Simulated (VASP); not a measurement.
# In3SbAs4 (I-42m) in VASP: a series of runs

In3SbAs4 is run at these levels: r2SCAN+rVV10; tasks: single point.

Everything below comes from runs of VASP 6.6.1. Logs are shortened: lines on timing, memory, paths and dates and some standing lists are left out, and cuts for length are marked.

## Step 1: The cell of the first run

It takes space group I-42m (No. 121, tetragonal). The conventional cell has a = 6.208 Å, b = 6.208 Å, c = 12.377 Å, α = 90.00°, β = 90.00°, γ = 90.00°. Within 3.5 Å of In (site symmetry -42m) lie 4 As at 2.64 Å. In (site symmetry -4) has 4 As at 2.66 Å within 3.5 Å. Sb (site symmetry -42m) has 4 As at 2.79 Å within 3.7 Å. As (site symmetry m) has 3 In at 2.64 to 2.66 Å and 1 Sb at 2.79 Å within 3.5 Å.

## Step 2: Single point, r2SCAN+rVV10

Input file POSCAR:

```
In3SbAs4
1.0
   -3.1040544113      3.1040544113      6.1885618907
    3.1040544113     -3.1040544113      6.1885618907
    3.1040544113      3.1040544113     -6.1885618907
In Sb As
3 1 4
Direct
    0.5000000000      0.5000000000      0.0000000000
    0.7500000000      0.2500000000      0.5000000000
    0.2500000000      0.7500000000      0.5000000000
    0.0000000000      0.0000000000      0.0000000000
    0.6098875503      0.1317527834      0.0000000000
    0.1317527834      0.6098875503      0.0000000000
    0.3901124497      0.3901124497      0.5218652330
    0.8682472166      0.8682472166      0.4781347670
```

Input file INCAR.step1:

```
SYSTEM = In3SbAs4
PREC = Accurate
ENCUT = 520
ISMEAR = -1
SIGMA = 0.03
LREAL = .False.
LASPH = .True.
NELM = 80
NBANDS = 42
GGA = PE
ALGO = Normal
EDIFF = 1E-4
LWAVE = .True.
LCHARG = .False.
```

Input file INCAR.step2:

```
SYSTEM = In3SbAs4
PREC = Accurate
ENCUT = 520
EDIFF = 1E-6
ISMEAR = -1
SIGMA = 0.03
LREAL = .False.
LASPH = .True.
NELM = 80
ALGO = Normal
ISIF = 2
LWAVE = .False.
LCHARG = .False.
METAGGA = R2SCAN
LMIXTAU = .True.
LUSE_VDW = .True.
IVDW_NL = 2
BPARAM = 11.95
CPARAM = 0.0093
NBANDS = 42
ISTART = 1
```

Input file KPOINTS:

```
Automatic mesh
0
Gamma
  6 6 6
  0 0 0
```

Potentials or basis: VASP PAW PBE potentials, release 64 (In_d, Sb, As).

Command:

```bash
$ cat potpaw_PBE.64/In_d/POTCAR potpaw_PBE.64/Sb/POTCAR potpaw_PBE.64/As/POTCAR > POTCAR
$ cp INCAR.step1 INCAR
$ mpirun -np 1 vasp_std > vasp.out
$ cp INCAR.step2 INCAR
$ mpirun -np 1 vasp_std > vasp.out
```

OUTCAR:

```text
SYSTEM = In3SbAs4
   PREC = Accurate
   ENCUT = 520
   EDIFF = 1E-6
   ISMEAR = -1
   LREAL = .False.
   LASPH = .True.
   NELM = 80
   ISIF = 2
   METAGGA = R2SCAN
   IVDW_NL = 2
   BPARAM = 11.95
   ISTART = 1

 ion  position               nearest neighbor table
   1  0.500  0.500  0.000-   8 2.64   6 2.64   5 2.64   7 2.64
   2  0.750  0.250  0.500-   7 2.66   6 2.66   5 2.66   8 2.66
   3  0.250  0.750  0.500-   7 2.66   5 2.66   6 2.66   8 2.66
   4  0.000  0.000  0.000-   8 2.79   7 2.79   6 2.79   5 2.79
   5  0.610  0.132  0.000-   1 2.64   2 2.66   3 2.66   4 2.79
   6  0.132  0.610  0.000-   1 2.64   3 2.66   2 2.66   4 2.79
   7  0.390  0.390  0.522-   1 2.64   2 2.66   3 2.66   4 2.79
   8  0.868  0.868  0.478-   1 2.64   2 2.66   3 2.66   4 2.79

  LATTYP: Found a body centered tetragonal cell.
 ALAT       =     6.2081088226
 C/A-ratio  =     1.9937027741

  Lattice vectors:

 A1 = (  -3.1040544113,   3.1040544113,   6.1885618907)
 A2 = (   3.1040544113,  -3.1040544113,   6.1885618907)
 A3 = (   3.1040544113,   3.1040544113,  -6.1885618907)

Analysis of symmetry for initial positions (statically):
=====================================================================
 Subroutine PRICEL returns:
 Original cell was already a primitive cell.

 Routine SETGRP: Setting up the symmetry group for a
 body centered tetragonal supercell.

 Subroutine GETGRP returns: Found  8 space group operations
 (whereof  8 operations were pure point group operations)
 out of a pool of 16 trial point group operations.

The static configuration has the point symmetry D_2d.

Analysis of symmetry for dynamics (positions and initial velocities):
=====================================================================
 Subroutine PRICEL returns:
 Original cell was already a primitive cell.

 Routine SETGRP: Setting up the symmetry group for a
 body centered tetragonal supercell.

 Subroutine GETGRP returns: Found  8 space group operations
 (whereof  8 operations were pure point group operations)
 out of a pool of 16 trial point group operations.

The dynamic configuration has the point symmetry D_2d.

 Subroutine INISYM returns: Found  8 space group operations
 (whereof  8 operations are pure point group operations),
 and found     1 'primitive' translations

----------------------------------------------------------------------------------------

[... 104 lines left out ...]
   EDIFF  = 0.1E-05   stopping-criterion for ELM
   LREAL  =      F    real-space projection
   EDIFFG = 0.1E-04   stopping-criterion for IOM
   NSW    =      0    number of steps for IOM
   IBRION =     -1    ionic relax: 0-MD 1-quasi-New 2-CG
   NFREE  =      0    steps in history (QN), initial steepest desc. (CG)
   ISIF   =      2    stress and relaxation
   ISYM   =      2    0-nonsym 1-usesym 2-fastsym
   POTIM  = 0.5000    time-step for ionic-motion
   TEBEG  =    0.0;   TEEND  =   0.0 temperature during run
   PSTRESS=    0.0 pullay stress
   NELECT =      64.0000    total number of electrons
   NUPDOWN=      -1.0000    fix difference up-down
   EMIN   =  10.00;   EMAX   =-10.00  energy-range for DOS
   EFERMI =   0.00;   METHOD = LEGACY
   ISMEAR =    -1;   SIGMA  =   0.03  broadening in eV -4-tet -1-fermi 0-gaus
   EFERMI_NEDOS =   21; number of points for ismear=-14 and -15
   IALGO  =     38    algorithm
   IMIX   =      4    mixing-type and parameters
     AMIX     =   0.40;   BMIX     =  1.00
     AMIX_MAG =   1.60;   BMIX_MAG =  1.00
  volume/ion in A,a.u.               =      29.81       201.19
  Fermi-wavevector in a.u.,A,eV,Ry     =   1.055922  1.995404 15.170118  1.114972
  Thomas-Fermi vector in A             =   2.191139
   LORBIT       =      0    0 simple, 1 ext, 2 COOP (PROOUT), +10 PAW based schemes
   METAGGA = R2SCAN    functional components
   LHFCALC =     F    Hartree Fock is set to
   AEXX    =    0.0000 exact exchange contribution
   IVDW_NL    =     2    kernel type
   BPARAM     =11.9500
   IVDW    =     0    specifies the selected vdW correction
   LEPSILON=     F    determine dielectric tensor
   LRPA    =     F    only Hartree local field effects (RPA)
 non-spin polarized calculation
  energy-cutoff  :      520.00
  volume of cell :      238.51
 maximum number of plane-waves:      6451
   NGX = 29   NGY = 29   NGZ = 29

 number of electron      63.9999986 magnetization

 Free energy of the ion-electron system (eV)
  ---------------------------------------------------
  ext. energy  EPLUGINS =         0.00000000
  ---------------------------------------------------
  free energy    TOTEN  =      -151.36684445 eV

  energy without entropy =     -151.36448415  energy(sigma->0) =     -151.36566430

 E-fermi :   4.9083     XC(G=0):  -9.3775

 val. band max:        4.8718725750   @ k =   0.0000   0.0000   0.0000
 cond. band min:       4.9336268269   @ k =  -0.1667  -0.1667   0.1667
 fundamental gap:      0.0617542519
 Fermi energy:         4.9083319577

 k-point     1 :       0.0000    0.0000    0.0000
  band No.  band energies     occupation
      1     -11.1388      2.00000
      2     -11.1205      2.00000
      3     -11.1205      2.00000
      4     -11.0050      2.00000
      5     -11.0049      2.00000
      6     -10.9587      2.00000
[... 1069 lines left out ...]
     41       8.0331      0.00000
     42       9.7442      0.00000

 [... further k-points ...]
[... 5 lines left out ...]
  --------------------------------------------------------------------------------------
  -------------------------------------------------------------------------------------
  Total        0.2000786      0.2000786      0.2320309      0.0000000      0.0000000      0.0000000
  in kB        1.3440110      1.3440110      1.5586480      0.0000000      0.0000000      0.0000000
  external PRESSURE =       1.4155567 kB  Pullay stress =       0.0000000 kB

 VOLUME and BASIS-vectors are now :
 -----------------------------------------------------------------------------
  energy-cutoff  :      520.00
  volume of cell :      238.51
      direct lattice vectors                 reciprocal lattice vectors
    -3.104054411  3.104054411  6.188561891     0.000000000  0.161079651  0.080794215
     3.104054411 -3.104054411  6.188561891     0.161079651  0.000000000  0.080794215
     3.104054411  3.104054411 -6.188561891     0.161079651  0.161079651  0.000000000

 POSITION                                       TOTAL-FORCE (eV/Angst)
 -----------------------------------------------------------------------------------
      0.00000      0.00000      6.18856         0.000000     -0.000000      0.000000
      0.00000      3.10405      3.09428         0.000000     -0.000000      0.000000
      3.10405      0.00000      3.09428         0.000000     -0.000000      0.000000
      0.00000      0.00000      0.00000         0.000000     -0.000000      0.000000
     -1.48416      1.48416      4.58969         0.004795     -0.004795     -0.005109
      1.48416     -1.48416      4.58969        -0.004795      0.004795     -0.005109
      1.61990      1.61990      1.59887         0.004795      0.004795      0.005109
      1.48416      1.48416      7.78744        -0.004795     -0.004795      0.005109
 -----------------------------------------------------------------------------------
    total drift:                                0.000236      0.000236      0.000242

  FREE ENERGIE OF THE ION-ELECTRON SYSTEM (eV)
  ---------------------------------------------------
  free  energy   TOTEN  =      -151.3668444531 eV

  energy  without entropy=     -151.3644841537  energy(sigma->0) =     -151.36566430
```

OUTCAR.step1:

```text
SYSTEM = In3SbAs4
   PREC = Accurate
   ENCUT = 520
   ISMEAR = -1
   LREAL = .False.
   LASPH = .True.
[... 1324 lines left out ...]
      1.48416     -1.48416      4.58969         0.050654     -0.050654      0.036111
      1.61990      1.61990      1.59887        -0.050654     -0.050654     -0.036111
      1.48416      1.48416      7.78744         0.050654      0.050654     -0.036111
 -----------------------------------------------------------------------------------
    total drift:                                0.000001      0.000001      0.000001

  FREE ENERGIE OF THE ION-ELECTRON SYSTEM (eV)
  ---------------------------------------------------
  free  energy   TOTEN  =       -30.8071517659 eV

  energy  without entropy=      -30.8037001663  energy(sigma->0) =      -30.80542597
```

Wall time 15 min (1 thread of Intel Xeon 6975P-C (Granite Rapids), shared host); peak memory 1.3 GiB.

What came out:

```
Free energy            : -151.3668 eV
Pressure               : 0.1 GPa
Largest force          : 0.008 eV/Å
Band gap on the k mesh : zero (bands 32 and 33 overlap by 0.35 eV)
```

Forces in eV/Å, atoms in the order of the input:
```
In   0.000  0.000  0.000
In   0.000  0.000  0.000
In   0.000  0.000  0.000
Sb   0.000  0.000  0.000
As   0.005 -0.005 -0.005
As  -0.005  0.005 -0.005
As   0.005  0.005  0.005
As  -0.005 -0.005  0.005
```

Caveat: semilocal functionals underestimate gaps, and a narrow one can read as zero; the PAW data sets were made with another functional, which shifts forces and pressure a little; spin-orbit coupling is left out, which moves the levels of the heavy elements.

## Step 3: Single point, r2SCAN+rVV10

POSCAR is that of step 2.

Input file INCAR.step1:

```
PREC = Accurate ; ENCUT = 520
ISMEAR = -1 ; SIGMA = 0.03
LREAL = F ; LASPH = T
NELM = 80 ; NBANDS = 42
GGA = PE ; ALGO = Normal
EDIFF = 1E-4 ; LWAVE = T
LCHARG = F
```

Input file INCAR.step2:

```
PREC = Accurate ; ENCUT = 520
EDIFF = 1E-7 ; ISMEAR = -1
SIGMA = 0.03 ; LREAL = F
LASPH = T ; NELM = 80
ALGO = Normal ; ISIF = 2
LWAVE = F ; LCHARG = F
METAGGA = R2SCAN ; LMIXTAU = T
LUSE_VDW = T ; IVDW_NL = 2
BPARAM = 11.95 ; CPARAM = 0.0093
NBANDS = 42 ; ISTART = 1
```

Input file KPOINTS:

```
regular mesh
0
Gamma
  6 6 6
```

Potentials or basis: VASP PAW PBE potentials, release 64 (In_d, Sb, As).

Command:

```bash
$ cat potpaw_PBE.64/In_d/POTCAR potpaw_PBE.64/Sb/POTCAR potpaw_PBE.64/As/POTCAR > POTCAR
$ cp INCAR.step1 INCAR
$ mpirun -np 1 vasp_std > vasp.out
$ cp INCAR.step2 INCAR
$ mpirun -np 1 vasp_std > vasp.out
```

OUTCAR:

```text
PREC = Accurate
   ENCUT = 520
   EDIFF = 1E-7
   ISMEAR = -1
   LREAL = F
   LASPH = T
   NELM = 80
   ISIF = 2
   METAGGA = R2SCAN
   IVDW_NL = 2
   BPARAM = 11.95
   ISTART = 1

 ion  position               nearest neighbor table
   1  0.500  0.500  0.000-   8 2.64   6 2.64   5 2.64   7 2.64
   2  0.750  0.250  0.500-   7 2.66   6 2.66   5 2.66   8 2.66
   3  0.250  0.750  0.500-   7 2.66   5 2.66   6 2.66   8 2.66
[... 1297 lines left out ...]
  -------------------------------------------------------------------------------------
  Total        0.2010066      0.2010066      0.2329158      0.0000000     -0.0000000      0.0000000
  in kB        1.3502450      1.3502450      1.5645921      0.0000000     -0.0000000      0.0000000
  external PRESSURE =       1.4216940 kB  Pullay stress =       0.0000000 kB

 VOLUME and BASIS-vectors are now :
 -----------------------------------------------------------------------------
  energy-cutoff  :      520.00
  volume of cell :      238.51
      direct lattice vectors                 reciprocal lattice vectors
    -3.104054411  3.104054411  6.188561891     0.000000000  0.161079651  0.080794215
     3.104054411 -3.104054411  6.188561891     0.161079651  0.000000000  0.080794215
     3.104054411  3.104054411 -6.188561891     0.161079651  0.161079651  0.000000000

 POSITION                                       TOTAL-FORCE (eV/Angst)
 -----------------------------------------------------------------------------------
      0.00000      0.00000      6.18856         0.000000      0.000000      0.000000
      0.00000      3.10405      3.09428        -0.000000      0.000000      0.000000
      3.10405      0.00000      3.09428        -0.000000      0.000000      0.000000
      0.00000      0.00000      0.00000        -0.000000      0.000000      0.000000
     -1.48416      1.48416      4.58969         0.004819     -0.004819     -0.005132
      1.48416     -1.48416      4.58969        -0.004819      0.004819     -0.005132
      1.61990      1.61990      1.59887         0.004819      0.004819      0.005132
      1.48416      1.48416      7.78744        -0.004819     -0.004819      0.005132
 -----------------------------------------------------------------------------------
    total drift:                                0.000236      0.000236      0.000242

  FREE ENERGIE OF THE ION-ELECTRON SYSTEM (eV)
  ---------------------------------------------------
  free  energy   TOTEN  =      -151.3668444794 eV

  energy  without entropy=     -151.3644841605  energy(sigma->0) =     -151.36566432
```

OUTCAR.step1:

```text
PREC = Accurate
   ENCUT = 520
   ISMEAR = -1
   LREAL = F
   LASPH = T
[... 1323 lines left out ...]
     -1.48416      1.48416      4.58969        -0.050654      0.050654      0.036111
      1.48416     -1.48416      4.58969         0.050654     -0.050654      0.036111
      1.61990      1.61990      1.59887        -0.050654     -0.050654     -0.036111
      1.48416      1.48416      7.78744         0.050654      0.050654     -0.036111
 -----------------------------------------------------------------------------------
    total drift:                                0.000001      0.000001      0.000001

  FREE ENERGIE OF THE ION-ELECTRON SYSTEM (eV)
  ---------------------------------------------------
  free  energy   TOTEN  =       -30.8071517659 eV

  energy  without entropy=      -30.8037001663  energy(sigma->0) =      -30.80542597
```

Wall time 17 min (1 thread of Intel Xeon 6975P-C (Granite Rapids), shared host); peak memory 1.3 GiB.

What came out:

```yaml
Free_energy: -151.3668 eV
Pressure: 0.1 GPa
Largest_force: 0.009 eV/Å
Band_gap_on_the_k_mesh: zero (bands 32 and 33 overlap by 0.35 eV)
```

Forces in eV/Å, atoms in the order of the input:
```
In   0.000  0.000  0.000
In   0.000  0.000  0.000
In   0.000  0.000  0.000
Sb   0.000  0.000  0.000
As   0.005 -0.005 -0.005
As  -0.005  0.005 -0.005
As   0.005  0.005  0.005
As  -0.005 -0.005  0.005
```

Caveat: semilocal functionals underestimate gaps, and a narrow one can read as zero; the PAW data sets were made with another functional, which shifts forces and pressure a little; spin-orbit coupling is left out, which moves the levels of the heavy elements.

The gap in the log of VASP goes by the Fermi energy; the results here count the filled bands.